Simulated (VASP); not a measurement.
Write the native input for VASP 6.6.1 that does the following.

```
Task                   : single point
Functional             : PBE
Potentials or basis    : VASP PAW PBE potentials, release 64 (Hg, C, S, N)
Cutoff                 : 520 eV
k mesh                 : 7 × 7 × 5
Occupations            : fermi-dirac, width 0.02 eV
Spin                   : no spin polarisation
Dipole correction      : no
Further INCAR settings : ALGO = Normal; EDIFF = 1e-06; NBANDS = 30
```

The structure of HgC2S2N2 lies in POSCAR:

```
HgC2S2N2
1.0
    5.4390000000     -2.0210000000      0.0000000000
    5.4390000000      2.0210000000      0.0000000000
   -0.5921700000      0.0000000000      6.4077000000
Hg C S N
1 2 2 2
Direct
    0.0000000000      0.0000000000      0.0000000000
    0.2662372149      0.2662372149      0.2232455100
    0.7337627851      0.7337627851      0.7767544900
    0.1320882403      0.1320882403      0.3259676573
    0.8679117597      0.8679117597      0.6740323427
    0.3634959611      0.3634959611      0.1567710270
    0.6365040389      0.6365040389      0.8432289730
```

These files were run (other wordings do the same):

INCAR

```
PREC = Accurate ; ENCUT = 520
EDIFF = 1E-6 ; ISMEAR = -1
SIGMA = 0.02 ; LREAL = F
LASPH = T ; NELM = 60
ALGO = Normal ; ISIF = 2
LWAVE = F ; LCHARG = F
GGA = PE ; NBANDS = 30
```

KPOINTS

```
Automatic mesh
0
Gamma
  7 7 5
```

Potentials or basis: VASP PAW PBE potentials, release 64 (Hg, C, S, N).

Command:

```console
$ cat potpaw_PBE.64/Hg/POTCAR potpaw_PBE.64/C/POTCAR potpaw_PBE.64/S/POTCAR potpaw_PBE.64/N/POTCAR > POTCAR
$ mpirun -np 1 vasp_std > vasp.out
```

Results of the run:

```json
{
  "Pressure": "1.5 GPa",
  "Largest force": "0.506 eV/Å",
  "Band gap on the k mesh": "2.27 eV (least direct gap 2.36 eV)"
}
```

Caveat: spin-orbit coupling is left out, which moves the levels of the heavy elements; an odd mesh through Γ misses points on the zone boundary, where band edges can lie.

It took 5.1 min on 1 thread of Intel(R) Xeon(R) Platinum 8375C CPU @ 2.90GHz (Ice Lake), with other jobs on the host, peak memory 0.52 GiB.
